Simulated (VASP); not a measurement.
# SnO (Pm-3m) in VASP: relaxation of cell and atoms with HSE06

Aim: the relaxation of cell and atoms of SnO with HSE06.

All numbers are computed with VASP 6.6.1; they aren't measurements. Logs are shortened: lines on timing, memory, paths and dates and some standing lists are left out, and cuts for length are marked.

**1. The cell of the first run**

It takes space group Pm-3m (No. 221, cubic). Conventional cell: a = 3.132 Å, b = 3.132 Å, c = 3.132 Å, α = 90.00°, β = 90.00°, γ = 90.00°. Within 3.6 Å of Sn (site symmetry m-3m) lie 8 O at 2.71 Å and 6 Sn at 3.13 Å. O (site symmetry m-3m) has 8 Sn at 2.71 Å and 6 O at 3.13 Å within 3.6 Å.

**2. Relaxation of cell and atoms, HSE06**

POSCAR

```
SnO
1.0
    3.1319300000      0.0000000000      0.0000000000
    0.0000000000      3.1319300000      0.0000000000
    0.0000000000      0.0000000000      3.1319300000
Sn O
1 1
Direct
    0.0000000000      0.0000000000      0.0000000000
    0.5000000000      0.5000000000      0.5000000000
```

INCAR.step1

```
  PREC = Accurate
  ENCUT = 600
  EDIFF = 1E-5
  ISMEAR = -1
  SIGMA = 0.05
  LREAL = False
  LASPH = True
  NELM = 120
  ALGO = Normal
  LWAVE = True
  LCHARG = False
  GGA = PE
  NBANDS = 17
  GGA_COMPAT = False
  IBRION = 2
  ISIF = 3
  EDIFFG = -0.005
  NELMIN = 4
  NSW = 100
```

INCAR.step2

```
  PREC = Accurate
  ENCUT = 600
  EDIFF = 1E-7
  ISMEAR = -1
  SIGMA = 0.05
  LREAL = False
  LASPH = True
  NELM = 120
  ALGO = Normal
  ISIF = 3
  LWAVE = False
  LCHARG = False
  GGA = PE
  LHFCALC = True
  HFSCREEN = 0.2079
  PRECFOCK = Normal
  IBRION = 2
  NSW = 60
  EDIFFG = -0.01
  ISTART = 1
  GGA_COMPAT = False
  NELMIN = 4
```

KPOINTS

```
regular mesh
0
Gamma
  5 5 5
```

Potentials or basis: VASP PAW PBE potentials, release 64 (Sn_d, O).

Run with:

```bash
$ cat potpaw_PBE.64/Sn_d/POTCAR potpaw_PBE.64/O/POTCAR > POTCAR
$ cp INCAR.step1 INCAR
$ mpirun -np 1 vasp_std > vasp.out
$ cp INCAR.step2 INCAR
$ mpirun -np 1 vasp_std > vasp.out
```

OUTCAR:

```text
PREC = Accurate
   ENCUT = 600
   EDIFF = 1E-7
   ISMEAR = -1
   LREAL = False
   LASPH = True
   NELM = 120
   ISIF = 3
   GGA = PE
   LHFCALC = True
   HFSCREEN = 0.2079
   PRECFOCK = Normal
   IBRION = 2
   NSW = 60
   EDIFFG = -0.01
   ISTART = 1
   NELMIN = 4

 ion  position               nearest neighbor table
   1  0.000  0.000  0.000-   2 2.71   2 2.71   2 2.71   2 2.71   2 2.71   2 2.71   2 2.71   2 2.71

   2  0.500  0.500  0.500-   1 2.71   1 2.71   1 2.71   1 2.71   1 2.71   1 2.71   1 2.71   1 2.71

  LATTYP: Found a simple cubic cell.
 ALAT       =     3.1319300000

  Lattice vectors:

 A1 = (   3.1319300000,   0.0000000000,   0.0000000000)
 A2 = (   0.0000000000,   3.1319300000,   0.0000000000)
 A3 = (   0.0000000000,   0.0000000000,   3.1319300000)

Analysis of symmetry for initial positions (statically):
=====================================================================
 Subroutine PRICEL returns:
 Original cell was already a primitive cell.

 Routine SETGRP: Setting up the symmetry group for a
 simple cubic supercell.

 Subroutine GETGRP returns: Found 48 space group operations
 (whereof 48 operations were pure point group operations)
 out of a pool of 48 trial point group operations.

The static configuration has the point symmetry O_h .

Analysis of symmetry for dynamics (positions and initial velocities):
=====================================================================
 Subroutine PRICEL returns:
 Original cell was already a primitive cell.

 Routine SETGRP: Setting up the symmetry group for a
 simple cubic supercell.

 Subroutine GETGRP returns: Found 48 space group operations
 (whereof 48 operations were pure point group operations)
 out of a pool of 48 trial point group operations.

The dynamic configuration has the point symmetry O_h .

 Subroutine INISYM returns: Found 48 space group operations
 (whereof 48 operations are pure point group operations),
 and found     1 'primitive' translations

----------------------------------------------------------------------------------------

                                     Primitive cell

  volume of cell :      30.7211

  direct lattice vectors                    reciprocal lattice vectors
     3.131930000  0.000000000  0.000000000     0.319291938  0.000000000  0.000000000
     0.000000000  3.131930000  0.000000000     0.000000000  0.319291938  0.000000000
     0.000000000  0.000000000  3.131930000     0.000000000  0.000000000  0.319291938

  length of vectors
     3.131930000  3.131930000  3.131930000     0.319291938  0.319291938  0.319291938

  position of ions in fractional coordinates (direct lattice)
     0.000000000  0.000000000  0.000000000
     0.500000000  0.500000000  0.500000000

  ion indices of the primitive-cell ions
   primitive index   ion index
                 1           1
                 2           2

----------------------------------------------------------------------------------------

 KPOINTS: regular mesh

Automatic generation of k-mesh.
 Grid dimensions read from file:
 generate k-points for:    5    5    5

 Generating k-lattice:

  Cartesian coordinates                     Fractional coordinates (reciprocal lattice)
     0.063858388  0.000000000  0.000000000     0.200000000  0.000000000  0.000000000
     0.000000000  0.063858388  0.000000000     0.000000000  0.200000000  0.000000000
     0.000000000  0.000000000  0.063858388     0.000000000  0.000000000  0.200000000

  Length of vectors
     0.063858388  0.063858388  0.063858388

  Shift w.r.t. Gamma in fractional coordinates (k-lattice)
     0.000000000  0.000000000  0.000000000

 Subroutine IBZKPT returns following result:
 ===========================================

 Found     10 irreducible k-points:

 Following reciprocal coordinates:
            Coordinates               Weight
  0.000000  0.000000  0.000000      1.000000
  0.200000  0.000000  0.000000      6.000000
  0.400000  0.000000  0.000000      6.000000
  0.200000  0.200000  0.000000     12.000000
  0.400000  0.200000  0.000000     24.000000
  0.400000  0.400000  0.000000     12.000000
  0.200000  0.200000  0.200000      8.000000
  0.400000  0.200000  0.200000     24.000000
  0.400000  0.400000  0.200000     24.000000
  0.400000  0.400000  0.400000      8.000000
   k-points           NKPTS =     10   k-points in BZ     NKDIM =    125   number of bands    NBANDS=     14
   number of dos      NEDOS =    301   number of ions     NIONS =      2
   total plane-waves  NPLWV =  21952
   dimension x,y,z NGX =    28 NGY =   28 NGZ =   28
   dimension x,y,z NGXF=    56 NGYF=   56 NGZF=   56
   ions per type =               1   1
   NGX,Y,Z   is equivalent  to a cutoff of  14.86, 14.86, 14.86 a.u.
   NGXF,Y,Z  is equivalent  to a cutoff of  29.73, 29.73, 29.73 a.u.
 SYSTEM =  unknown system
   PREC   = accura    normal or accurate (medium, high low for compatibility)
   ISTART =      1    job   : 0-new  1-cont  2-samecut
   ICHARG =      0    charge: 1-file 2-atom 10-const
   ISPIN  =      1    spin polarized calculation?
   LNONCOLLINEAR =      F non collinear calculations
   LSORBIT =      F    spin-orbit coupling
   LASPH  =      T    aspherical Exc in radial PAW
   ENCUT  =  600.0 eV  44.10 Ry    6.64 a.u.   6.26  6.26  6.26*2*pi/ulx,y,z
   NELM   =    120;   NELMIN=  4; NELMDL=  0     # of ELM steps
   EDIFF  = 0.1E-06   stopping-criterion for ELM
   LREAL  =      F    real-space projection
   EDIFFG = -.1E-01   stopping-criterion for IOM
   NSW    =     60    number of steps for IOM
   IBRION =      2    ionic relax: 0-MD 1-quasi-New 2-CG
   NFREE  =      1    steps in history (QN), initial steepest desc. (CG)
   ISIF   =      3    stress and relaxation
   ISYM   =      3    0-nonsym 1-usesym 2-fastsym
   POTIM  = 0.5000    time-step for ionic-motion
   TEBEG  =    0.0;   TEEND  =   0.0 temperature during run
   PSTRESS=    0.0 pullay stress
   NELECT =      20.0000    total number of electrons
   NUPDOWN=      -1.0000    fix difference up-down
   EMIN   =  10.00;   EMAX   =-10.00  energy-range for DOS
   EFERMI =   0.00;   METHOD = LEGACY
   ISMEAR =    -1;   SIGMA  =   0.05  broadening in eV -4-tet -1-fermi 0-gaus
   EFERMI_NEDOS =   21; number of points for ismear=-14 and -15
   IALGO  =     38    algorithm
   IMIX   =      1    mixing-type and parameters
     AMIX     =   0.40;   BMIX     =  1.00
     AMIX_MAG =   1.60;   BMIX_MAG =  1.00
  volume/ion in A,a.u.               =      15.36       103.66
  Fermi-wavevector in a.u.,A,eV,Ry     =   1.418860  2.681256 27.390743  2.013163
  Thomas-Fermi vector in A             =   2.539941
   LORBIT       =      0    0 simple, 1 ext, 2 COOP (PROOUT), +10 PAW based schemes
   GGA     = PE    functional components
   LHFCALC =     T    Hartree Fock is set to
   PRECFOCK=normal    Normal, Fast or Accurate (Low or Medium for compatibility)
   ENCUT4O =  -1.0   cutoff for four orbital integrals eV
   NKREDX  =     1    reduce k-point grid by
   NKREDY  =     1    reduce k-point grid by
   NKREDZ  =     1    reduce k-point grid by
   AEXX    =    0.2500 exact exchange contribution
   HFSCREEN=    0.2079 screening length (either q_TF or 0.3 A-1)
   HFSCREENC=   0.2079 screening length for correlation (either q_TF or 0.3 A-1)
   ENCUTFOCK=  -1.0 apply spherical cutoff to Coloumb kernel
   IVDW    =     0    specifies the selected vdW correction
   LEPSILON=     F    determine dielectric tensor
   LRPA    =     F    only Hartree local field effects (RPA)
 conjugate gradient relaxation of ions
 non-spin polarized calculation
  energy-cutoff  :      600.00
  volume of cell :       30.72
 maximum number of plane-waves:      1043
 NGX is ok and might be reduce to    28
  NGX = 20; NGY = 20; NGZ = 20

--------------------------------------- Ionic step        1  -------------------------------------------

 number of electron      19.9999998 magnetization

 Free energy of the ion-electron system (eV)
  ---------------------------------------------------
  ext. energy  EPLUGINS =         0.00000000
  ---------------------------------------------------
  free energy    TOTEN  =       -12.09095106 eV

  energy without entropy =      -12.09095106  energy(sigma->0) =      -12.09095106

------------------------ aborting loop because EDIFF is reached ----------------------------------------

  FORCE on cell =-STRESS in cart. coord.  units (eV):
  Direction    XX          YY          ZZ          XY          YZ          ZX
  --------------------------------------------------------------------------------------
  -------------------------------------------------------------------------------------
  Total       -0.7216474     -0.7216474     -0.7216474     -0.0000000     -0.0000000      0.0000000
  in kB      -37.6356559    -37.6356559    -37.6356559     -0.0000000     -0.0000000      0.0000000
  external PRESSURE =     -37.6356559 kB  Pullay stress =       0.0000000 kB
[... 57 lines left out ...]
  energy  without entropy=      -12.1010778739  energy(sigma->0) =      -12.10107788

--------------------------------------- Ionic step        3  -------------------------------------------

 number of electron      19.9999996 magnetization

 Free energy of the ion-electron system (eV)
  ---------------------------------------------------
  ext. energy  EPLUGINS =         0.00000000
  ---------------------------------------------------
  free energy    TOTEN  =       -12.10412534 eV

  energy without entropy =      -12.10412533  energy(sigma->0) =      -12.10412534

 E-fermi :   8.5471     XC(G=0):  -9.4023

 val. band max:        7.5835976030   @ k =   0.4000   0.2000   0.0000
 cond. band min:       9.4852234023   @ k =   0.4000   0.4000   0.4000
 fundamental gap:      1.9016257993
 Fermi energy:         8.5470548804

 k-point     1 :       0.0000    0.0000    0.0000
  band No.  band energies     occupation
      1     -15.7653      2.00000
      2     -15.7653      2.00000
      3     -15.3826      2.00000
      4     -15.3826      2.00000
      5     -15.3826      2.00000
      6     -12.1531      2.00000
      7       0.0045      2.00000
      8       4.9791      2.00000
      9       4.9791      2.00000
     10       4.9791      2.00000
     11      17.0960      0.00000
     12      17.6231      0.00000
     13      17.6231      0.00000
     14      17.6231      0.00000
[... 180 lines left out ...]
  FREE ENERGIE OF THE ION-ELECTRON SYSTEM (eV)
  ---------------------------------------------------
  free  energy   TOTEN  =       -12.1041253383 eV

  energy  without entropy=      -12.1041253346  energy(sigma->0) =      -12.10412534

 reached required accuracy - stopping structural energy minimisation
```

Run time: 70 min. Hardware: 1 thread of Oxide Virtual Turin-like, shared host; peak memory 0.24 GiB.

What came out:

- Free energy: -12.1041 eV
- Relaxed volume: 14.82 Å³/atom
- Relaxed cell: a = 3.095 Å, b = 3.095 Å, c = 3.095 Å, α = 90.00°, β = 90.00°, γ = 90.00°
- Space group after relaxing (to 0.1 Å): Pm-3m (No. 221)
- Energy gained by relaxing: 6.6 meV/atom
- Ionic steps: 3
- Pressure after relaxing: 0.0 GPa
- Band gap on the k mesh: 1.90 eV (least direct gap 2.47 eV)

Step by step:
| step | energy change (eV) | largest force (eV/Å) | pressure (GPa) | volume (Å³) |
| --- | --- | --- | --- | --- |
| 1 | 0.0000 | 0.0000 | -3.76 | 30.72 |
| 2 | -0.0101 | 0.0000 | 2.02 | 29.14 |
| 3 | -0.0132 | 0.0000 | 0.00 | 29.64 |

Final structure:
```xyz
2
Lattice="3.0947 0.0000 0.0000 0.0000 3.0947 0.0000 0.0000 0.0000 3.0947" Properties=species:S:1:pos:R:3 pbc="T T T"
Sn    0.0000    0.0000    0.0000
O     1.5474    1.5474    1.5474
```

Caveat: the PAW data sets were made with another functional, which shifts forces and pressure a little; spin-orbit coupling is left out, which moves the levels of the heavy elements; an odd mesh through Γ misses points on the zone boundary, where band edges can lie.
